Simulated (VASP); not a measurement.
# TiAl3 (Pm-3m) in VASP: notebook

The runs below take TiAl3 through single point, with PBE.

Program: VASP 6.6.1. These are calculated values, not measurements. Logs are shortened: lines on timing, memory, paths and dates and some standing lists are left out, and cuts for length are marked.

## (1) The cell of the first run

The structure is cubic, space group Pm-3m (No. 221). Conventional cell: a = 3.980 Å, b = 3.980 Å, c = 3.980 Å, α = 90.00°, β = 90.00°, γ = 90.00°. Ti (site symmetry m-3m) has 12 Al at 2.81 Å within 3.7 Å. Within 3.7 Å of Al (site symmetry 4/mmm) lie 4 Ti at 2.81 Å and 8 Al at 2.81 Å. Within 3.7 Å of Al (site symmetry 4/mmm) lie 4 Ti at 2.81 Å and 8 Al at 2.81 Å.

## (2) Single point, PBE

INCAR

```
ALGO = Fast
EDIFF = 1E-6
ENCUT = 520
GGA = PE
ISIF = 2
ISMEAR = 0
LASPH = True
LCHARG = False
LREAL = False
LWAVE = False
NBANDS = 31
NELM = 80
PREC = Accurate
SIGMA = 0.2
```

KPOINTS

```
k-points
0
Gamma
  6 6 4
```

POSCAR

```
TiAl3
1.0
    0.0000000000      3.9796689675      0.0000000000
    0.0000000000      0.0000000000      3.9796689675
    7.9593379350      0.0000000000      0.0000000000
Ti Al
2 6
Direct
    1.0000000000      1.0000000000      0.5000000000
    0.0000000000      0.0000000000      0.0000000000
    1.0000000000      0.5000000000      0.2500000000
    1.0000000000      0.5000000000      0.7500000000
    0.5000000000      0.5000000000      0.0000000000
    0.5000000000      0.5000000000      0.5000000000
    0.5000000000      1.0000000000      0.2500000000
    0.5000000000      0.0000000000      0.7500000000
```

Potentials or basis: VASP PAW PBE potentials, release 64 (Ti_sv, Al).

Started as:

```console
$ cat potpaw_PBE.64/Ti_sv/POTCAR potpaw_PBE.64/Al/POTCAR > POTCAR
$ mpirun -np 1 vasp_std > vasp.out
```

OUTCAR:

```text
EDIFF = 1E-6
   ENCUT = 520
   GGA = PE
   ISIF = 2
   ISMEAR = 0
   LASPH = True
   LREAL = False
   NELM = 80
   PREC = Accurate

 ion  position               nearest neighbor table
   1  0.000  0.000  0.500-   3 2.81   4 2.81   6 2.81   7 2.81   8 2.81   3 2.81   4 2.81   6 2.81
                             6 2.81   7 2.81   8 2.81   6 2.81
   2  0.000  0.000  0.000-   3 2.81   4 2.81   5 2.81   7 2.81   8 2.81   3 2.81   4 2.81   5 2.81
                             5 2.81   7 2.81   8 2.81   5 2.81
   3  0.000  0.500  0.250-   1 2.81   2 2.81   5 2.81   6 2.81   7 2.81   1 2.81   2 2.81   7 2.81
                             5 2.81   6 2.81   7 2.81   7 2.81
   4  0.000  0.500  0.750-   1 2.81   2 2.81   5 2.81   6 2.81   8 2.81   1 2.81   2 2.81   8 2.81
                             5 2.81   6 2.81   8 2.81   8 2.81
   5  0.500  0.500  0.000-   2 2.81   3 2.81   4 2.81   7 2.81   8 2.81   2 2.81   7 2.81   8 2.81
                             2 2.81   3 2.81   4 2.81   2 2.81
   6  0.500  0.500  0.500-   1 2.81   3 2.81   4 2.81   7 2.81   8 2.81   1 2.81   7 2.81   8 2.81
                             1 2.81   3 2.81   4 2.81   1 2.81
   7  0.500  0.000  0.250-   1 2.81   2 2.81   3 2.81   5 2.81   6 2.81   3 2.81   5 2.81   6 2.81
                             1 2.81   2 2.81   3 2.81   3 2.81
   8  0.500  0.000  0.750-   1 2.81   2 2.81   4 2.81   5 2.81   6 2.81   4 2.81   5 2.81   6 2.81
                             1 2.81   2 2.81   4 2.81   4 2.81

  LATTYP: Found a simple tetragonal cell.
 ALAT       =     3.9796689675
 C/A-ratio  =     2.0000000000

  Lattice vectors:

 A1 = (   0.0000000000,   3.9796689675,   0.0000000000)
 A2 = (   0.0000000000,   0.0000000000,   3.9796689675)
 A3 = (   7.9593379350,   0.0000000000,   0.0000000000)

Analysis of symmetry for initial positions (statically):
=====================================================================
 Subroutine PRICEL returns following result:

  LATTYP: Found a simple cubic cell.
 ALAT       =     3.9796689675

  Lattice vectors:

 A1 = (   0.0000000000,   3.9796689675,   0.0000000000)
 A2 = (   0.0000000000,   0.0000000000,   3.9796689675)
 A3 = (   3.9796689675,   0.0000000000,   0.0000000000)

   2 primitive cells build up your supercell.

 Routine SETGRP: Setting up the symmetry group for a
 simple tetragonal supercell.

 Subroutine GETGRP returns: Found 16 space group operations
 (whereof 16 operations were pure point group operations)
 out of a pool of 16 trial point group operations.

The static configuration has the point symmetry D_4h.

Analysis of symmetry for dynamics (positions and initial velocities):
=====================================================================
 Subroutine PRICEL returns following result:

  LATTYP: Found a simple cubic cell.
 ALAT       =     3.9796689675

  Lattice vectors:

 A1 = (   0.0000000000,   3.9796689675,   0.0000000000)
 A2 = (   0.0000000000,   0.0000000000,   3.9796689675)
 A3 = (   3.9796689675,   0.0000000000,   0.0000000000)

   2 primitive cells build up your supercell.

 Routine SETGRP: Setting up the symmetry group for a
 simple tetragonal supercell.

 Subroutine GETGRP returns: Found 16 space group operations
 (whereof 16 operations were pure point group operations)
 out of a pool of 16 trial point group operations.

The dynamic configuration has the point symmetry D_4h.

 Subroutine INISYM returns: Found 16 space group operations
 (whereof 16 operations are pure point group operations),
 and found     2 'primitive' translations

----------------------------------------------------------------------------------------

                                     Primitive cell

  volume of cell :      63.0291

  direct lattice vectors                    reciprocal lattice vectors
     0.000000000  3.979668967  0.000000000     0.000000000  0.251277181  0.000000000
     0.000000000  0.000000000  3.979668967     0.000000000  0.000000000  0.251277181
     3.979668967  0.000000000  0.000000000     0.251277181  0.000000000  0.000000000

  length of vectors
     3.979668967  3.979668967  3.979668967     0.251277181  0.251277181  0.251277181

  position of ions in fractional coordinates (direct lattice)
     0.000000000  0.000000000  0.000000000
     0.000000000  0.500000000  0.500000000
     0.500000000  0.500000000  0.000000000
     0.500000000  0.000000000  0.500000000

  ion indices of the primitive-cell ions
   primitive index   ion index
                 1           1
                 2           3
                 3           6
                 4           7

----------------------------------------------------------------------------------------

 KPOINTS: k-points

Automatic generation of k-mesh.
 Grid dimensions read from file:
 generate k-points for:    6    6    4

 Generating k-lattice:

  Cartesian coordinates                     Fractional coordinates (reciprocal lattice)
     0.000000000  0.041879530  0.000000000     0.166666667  0.000000000  0.000000000
     0.000000000  0.000000000  0.041879530     0.000000000  0.166666667  0.000000000
     0.031409648  0.000000000  0.000000000     0.000000000  0.000000000  0.250000000

  Length of vectors
     0.041879530  0.041879530  0.031409648

  Shift w.r.t. Gamma in fractional coordinates (k-lattice)
     0.000000000  0.000000000  0.000000000

 Subroutine IBZKPT returns following result:
 ===========================================

 Found     30 irreducible k-points:

 Following reciprocal coordinates:
            Coordinates               Weight
  0.000000  0.000000  0.000000      1.000000
  0.166667  0.000000  0.000000      4.000000
  0.333333  0.000000  0.000000      4.000000
  0.500000  0.000000  0.000000      2.000000
  0.166667  0.166667  0.000000      4.000000
  0.333333  0.166667  0.000000      8.000000
[... 16 lines left out ...]
  0.333333  0.000000  0.500000      4.000000
  0.500000  0.000000  0.500000      2.000000
 [... further k-points ...]
   k-points           NKPTS =     30   k-points in BZ     NKDIM =     30   number of bands    NBANDS=     31
   number of dos      NEDOS =    301   number of ions     NIONS =      8
   total plane-waves  NPLWV =  54000
   dimension x,y,z NGX =    30 NGY =   30 NGZ =   60
   dimension x,y,z NGXF=    60 NGYF=   60 NGZF=  120
   ions per type =               2   6
   NGX,Y,Z   is equivalent  to a cutoff of  12.53, 12.53, 12.53 a.u.
   NGXF,Y,Z  is equivalent  to a cutoff of  25.06, 25.06, 25.06 a.u.
 SYSTEM =  unknown system
   PREC   = accura    normal or accurate (medium, high low for compatibility)
   ISTART =      0    job   : 0-new  1-cont  2-samecut
   ICHARG =      2    charge: 1-file 2-atom 10-const
   ISPIN  =      1    spin polarized calculation?
   LNONCOLLINEAR =      F non collinear calculations
   LSORBIT =      F    spin-orbit coupling
   LASPH  =      T    aspherical Exc in radial PAW
   ENCUT  =  520.0 eV  38.22 Ry    6.18 a.u.   7.40  7.40 14.80*2*pi/ulx,y,z
   NELM   =     80;   NELMIN=  2; NELMDL= -5     # of ELM steps
   EDIFF  = 0.1E-05   stopping-criterion for ELM
   LREAL  =      F    real-space projection
   EDIFFG = 0.1E-04   stopping-criterion for IOM
   NSW    =      0    number of steps for IOM
   IBRION =     -1    ionic relax: 0-MD 1-quasi-New 2-CG
   NFREE  =      0    steps in history (QN), initial steepest desc. (CG)
   ISIF   =      2    stress and relaxation
   ISYM   =      2    0-nonsym 1-usesym 2-fastsym
   POTIM  = 0.5000    time-step for ionic-motion
   TEBEG  =    0.0;   TEEND  =   0.0 temperature during run
   PSTRESS=    0.0 pullay stress
   NELECT =      42.0000    total number of electrons
   NUPDOWN=      -1.0000    fix difference up-down
   EMIN   =  10.00;   EMAX   =-10.00  energy-range for DOS
   EFERMI =   0.00;   METHOD = LEGACY
   ISMEAR =     0;   SIGMA  =   0.20  broadening in eV -4-tet -1-fermi 0-gaus
   EFERMI_NEDOS =   21; number of points for ismear=-14 and -15
   IALGO  =     68    algorithm
   IMIX   =      4    mixing-type and parameters
     AMIX     =   0.40;   BMIX     =  1.00
     AMIX_MAG =   1.60;   BMIX_MAG =  1.00
  volume/ion in A,a.u.               =      15.76       106.34
  Fermi-wavevector in a.u.,A,eV,Ry     =   1.134926  2.144700 17.525088  1.288058
  Thomas-Fermi vector in A             =   2.271631
   LORBIT       =      0    0 simple, 1 ext, 2 COOP (PROOUT), +10 PAW based schemes
   GGA     = PE    functional components
   LHFCALC =     F    Hartree Fock is set to
   AEXX    =    0.0000 exact exchange contribution
   IVDW    =     0    specifies the selected vdW correction
   LEPSILON=     F    determine dielectric tensor
   LRPA    =     F    only Hartree local field effects (RPA)
 non-spin polarized calculation
 RMM-DIIS sequential band-by-band and
 Gauss-broadening in eV      SIGMA  =   0.20
  energy-cutoff  :      520.00
  volume of cell :      126.06
 maximum number of plane-waves:      3429
 NGX is ok and might be reduce to    30
   NGX = 15   NGY = 15   NGZ = 29

 number of electron      41.9999996 magnetization

 Free energy of the ion-electron system (eV)
  ---------------------------------------------------
  ext. energy  EPLUGINS =         0.00000000
  ---------------------------------------------------
  free energy    TOTEN  =       -41.16191554 eV

  energy without entropy =      -41.08303092  energy(sigma->0) =      -41.12247323

 E-fermi :   8.8859     XC(G=0): -10.7577

 val. band max:        8.8839220007   @ k =   0.1667   0.0000   0.2500
 cond. band min:       8.8952209252   @ k =   0.0000   0.0000   0.2500
 fundamental gap:      0.0112989245
 Fermi energy:         8.8859146385

 k-point     1 :       0.0000    0.0000    0.0000
  band No.  band energies     occupation
      1     -48.0896      2.00000
      2     -48.0888      2.00000
      3     -24.4051      2.00000
      4     -24.3887      2.00000
      5     -24.3887      2.00000
      6     -24.3874      2.00000
[... 23 lines left out ...]
     30      11.9834      0.00000
     31      11.9835      0.00000
[... 751 lines left out ...]
      1     -48.0885      2.00000
      2     -48.0885      2.00000
      3     -24.4060      2.00000
      4     -24.4060      2.00000
      5     -24.3941      2.00000
      6     -24.3941      2.00000
[... 23 lines left out ...]
     30      11.2836      0.00000
     31      11.5008      0.00000

 [... further k-points ...]

------------------------ aborting loop because EDIFF is reached ----------------------------------------

  FORCE on cell =-STRESS in cart. coord.  units (eV):
  Direction    XX          YY          ZZ          XY          YZ          ZX
  --------------------------------------------------------------------------------------
  -------------------------------------------------------------------------------------
  Total       -0.3235365      0.2384644      0.2384644      0.0000000      0.0000000      0.0000000
  in kB       -4.1120940      3.0308415      3.0308415      0.0000000      0.0000000      0.0000000
  external PRESSURE =       0.6498630 kB  Pullay stress =       0.0000000 kB

 VOLUME and BASIS-vectors are now :
 -----------------------------------------------------------------------------
  energy-cutoff  :      520.00
  volume of cell :      126.06
      direct lattice vectors                 reciprocal lattice vectors
     0.000000000  3.979668967  0.000000000     0.000000000  0.251277181  0.000000000
     0.000000000  0.000000000  3.979668967     0.000000000  0.000000000  0.251277181
     7.959337935  0.000000000  0.000000000     0.125638591  0.000000000  0.000000000

 POSITION                                       TOTAL-FORCE (eV/Angst)
 -----------------------------------------------------------------------------------
      3.97967      0.00000      0.00000         0.000000      0.000000     -0.000000
      0.00000      0.00000      0.00000         0.000000      0.000000     -0.000000
      1.98983      0.00000      1.98983        -0.000000      0.000000     -0.000000
      5.96950      0.00000      1.98983        -0.000000      0.000000     -0.000000
      0.00000      1.98983      1.98983         0.000000     -0.000000      0.000000
      3.97967      1.98983      1.98983         0.000000     -0.000000      0.000000
      1.98983      1.98983      0.00000        -0.000000      0.000000     -0.000000
      5.96950      1.98983      0.00000        -0.000000      0.000000     -0.000000
 -----------------------------------------------------------------------------------
    total drift:                                0.000000      0.000000     -0.000000

  FREE ENERGIE OF THE ION-ELECTRON SYSTEM (eV)
  ---------------------------------------------------
  free  energy   TOTEN  =       -41.1619155386 eV

  energy  without entropy=      -41.0830309169  energy(sigma->0) =      -41.12247323
```

It took 3.3 min on 1 thread of Intel Xeon 6975P-C (Granite Rapids), shared host; peak memory 0.26 GiB.

What came out:

| Quantity | Value |
| --- | --- |
| Free energy | -41.1619 eV |
| Pressure | 0.1 GPa |
| Band gap on the k mesh | zero (band 21 reaches 9.54 eV, above the bottom of band 22 at 6.60 eV) |

## (3) Single point, PBE (volume scaled by 0.91)

INCAR

```
SYSTEM = TiAl3
PREC = Accurate
ENCUT = 520
EDIFF = 1E-7
ISMEAR = 0
SIGMA = 0.1
LREAL = .False.
LASPH = .True.
NELM = 100
ALGO = Fast
ISIF = 2
LWAVE = .False.
LCHARG = .False.
GGA = PE
NBANDS = 18
```

KPOINTS

```
Automatic mesh
0
Gamma
  12 12 12
  0 0 0
```

POSCAR

```
TiAl3
1.0
    3.8565066035      0.0000000000      0.0000000000
    0.0000000000      3.8565066035      0.0000000000
    0.0000000000      0.0000000000      3.8565066035
Ti Al
1 3
Direct
    0.0000000000      0.0000000000      0.0000000000
    0.5000000000      0.0000000000      0.5000000000
    0.0000000000      0.5000000000      0.5000000000
    0.5000000000      0.5000000000      0.0000000000
```

Potentials or basis: VASP PAW PBE potentials, release 64 (Ti_sv, Al).

Started as:

```console
$ cat potpaw_PBE.64/Ti_sv/POTCAR potpaw_PBE.64/Al/POTCAR > POTCAR
$ mpirun -np 1 vasp_std > vasp.out
```

Run time: 1.8 min. Hardware: 1 thread of Intel Xeon 6975P-C (Granite Rapids), shared host; peak memory 0.21 GiB.

The run converged. Its results:

| Item | Value |
| --- | --- |
| Free energy | -20.3531 eV |
| Pressure | 12.1 GPa |

Levels at points of the mesh, in eV from the Fermi level:
```tsv
k point	band 7	band 8	band 9	band 10	band 11	band 12	band 13	band 14
(0.00, 0.00, 0.00)	-3.29	-2.26	-2.26	-2.26	0.12	0.12	0.12	0.64
(0.50, 0.00, 0.00)	-2.45	-2.45	-2.41	0.41	0.80	0.80	0.95	1.07
(0.50, 0.50, 0.00)	-6.33	-5.30	-1.38	-1.38	0.65	0.98	1.08	1.28
(0.50, 0.50, 0.50)	-5.36	-5.32	-3.66	-3.66	-3.66	0.32	1.34	1.34
```

## (4) Single point, PBE (volume scaled by 0.94)

INCAR

```
PREC     = Accurate       # precision mode
ENCUT    = 520            # plane-wave cutoff, eV
EDIFF    = 1E-6           # SCF threshold, eV
ISMEAR   = 0              # smearing method
SIGMA    = 0.1            # smearing width, eV
LREAL    = False          # projectors in reciprocal space
LASPH    = True           # aspherical terms in the spheres
NELM     = 80             # most SCF steps
ALGO     = Fast           # electronic algorithm
ISIF     = 2              # what is computed and relaxed
LWAVE    = False          # write WAVECAR
LCHARG   = True           # write CHGCAR
GGA      = PE             # functional
LELF     = True           # ELF
LVHAR    = True         
NBANDS   = 18             # bands
```

KPOINTS

```
regular mesh
0
Gamma
  12 12 12
```

POSCAR

```
TiAl3
1.0
    3.8984284379      0.0000000000      0.0000000000
    0.0000000000      3.8984284379      0.0000000000
    0.0000000000      0.0000000000      3.8984284379
Ti Al
1 3
Direct
    0.0000000000      0.0000000000      0.0000000000
    0.5000000000      0.0000000000      0.5000000000
    0.0000000000      0.5000000000      0.5000000000
    0.5000000000      0.5000000000      0.0000000000
```

Potentials or basis: VASP PAW PBE potentials, release 64 (Ti_sv, Al).

Started as:

```console
$ cat potpaw_PBE.64/Ti_sv/POTCAR potpaw_PBE.64/Al/POTCAR > POTCAR
$ mpirun -np 1 vasp_std > vasp.out
```

OUTCAR:

```text
PREC = Accurate
   ENCUT = 520
   EDIFF = 1E-6
   ISMEAR = 0
   LREAL = False
   LASPH = True
   NELM = 80
   ISIF = 2
   GGA = PE

 ion  position               nearest neighbor table
   1  0.000  0.000  0.000-   2 2.76   3 2.76   4 2.76   2 2.76   3 2.76   3 2.76   4 2.76   3 2.76
                             2 2.76   4 2.76   2 2.76   4 2.76
   2  0.500  0.000  0.500-   1 2.76   3 2.76   4 2.76   1 2.76   4 2.76   3 2.76   4 2.76   4 2.76
                             1 2.76   3 2.76   1 2.76   3 2.76
   3  0.000  0.500  0.500-   1 2.76   2 2.76   4 2.76   1 2.76   4 2.76   1 2.76   2 2.76   1 2.76
[... 711 lines left out ...]
  -------------------------------------------------------------------------------------
  Total        2.7444513      2.7444513      2.7444513     -0.0000000     -0.0000000      0.0000000
  in kB       74.2159770     74.2159770     74.2159770     -0.0000000     -0.0000000      0.0000000
  external PRESSURE =      74.2159770 kB  Pullay stress =       0.0000000 kB

 VOLUME and BASIS-vectors are now :
 -----------------------------------------------------------------------------
  energy-cutoff  :      520.00
  volume of cell :       59.25
      direct lattice vectors                 reciprocal lattice vectors
     3.898428438  0.000000000  0.000000000     0.256513622  0.000000000  0.000000000
     0.000000000  3.898428438  0.000000000     0.000000000  0.256513622  0.000000000
     0.000000000  0.000000000  3.898428438     0.000000000  0.000000000  0.256513622

 POSITION                                       TOTAL-FORCE (eV/Angst)
 -----------------------------------------------------------------------------------
      0.00000      0.00000      0.00000         0.000000      0.000000      0.000000
      1.94921      0.00000      1.94921         0.000000      0.000000      0.000000
      0.00000      1.94921      1.94921         0.000000      0.000000      0.000000
      1.94921      1.94921      0.00000         0.000000      0.000000      0.000000
 -----------------------------------------------------------------------------------
    total drift:                                0.000000     -0.000000      0.000000

  FREE ENERGIE OF THE ION-ELECTRON SYSTEM (eV)
  ---------------------------------------------------
  free  energy   TOTEN  =       -20.4682032469 eV

  energy  without entropy=      -20.4555323142  energy(sigma->0) =      -20.46186778
```

stdout:

```text
POSCAR found type information on POSCAR TiAl
 POSCAR found :  2 types and       4 ions
 scaLAPACK will be used
 LDA part: xc-table for (Slater+PW92), standard interpolation
 POSCAR, INCAR and KPOINTS ok, starting setup
 FFT: planning ... GRIDC
 FFT: planning ... GRID_SOFT
 FFT: planning ... GRID
 WAVECAR not read
 entering main loop
```

It took 88 s on 1 thread of Intel Xeon 6975P-C (Granite Rapids), shared host; peak memory 0.22 GiB.

Results:

```yaml
Free_energy: -20.4682 eV
Pressure: 7.4 GPa
```

Levels at points of the mesh, in eV from the Fermi level:
| k point | band 6 | band 7 | band 8 | band 9 | band 10 | band 11 | band 12 | band 13 | band 14 | band 15 |
| --- | --- | --- | --- | --- | --- | --- | --- | --- | --- | --- |
| (0.00, 0.00, 0.00) | -3.21 | -3.21 | -2.23 | -2.23 | -2.23 | 0.13 | 0.13 | 0.13 | 0.67 | 4.41 |
| (0.50, 0.00, 0.00) | -8.21 | -2.38 | -2.38 | -2.32 | 0.40 | 0.76 | 0.76 | 0.97 | 1.02 | 1.58 |
| (0.50, 0.50, 0.00) | -6.26 | -6.26 | -5.20 | -1.34 | -1.34 | 0.63 | 0.94 | 1.07 | 1.22 | 3.69 |
| (0.50, 0.50, 0.50) | -5.28 | -5.28 | -5.19 | -3.61 | -3.61 | -3.61 | 0.26 | 1.28 | 1.28 | 2.95 |

(Continued in part 2 of 2.)
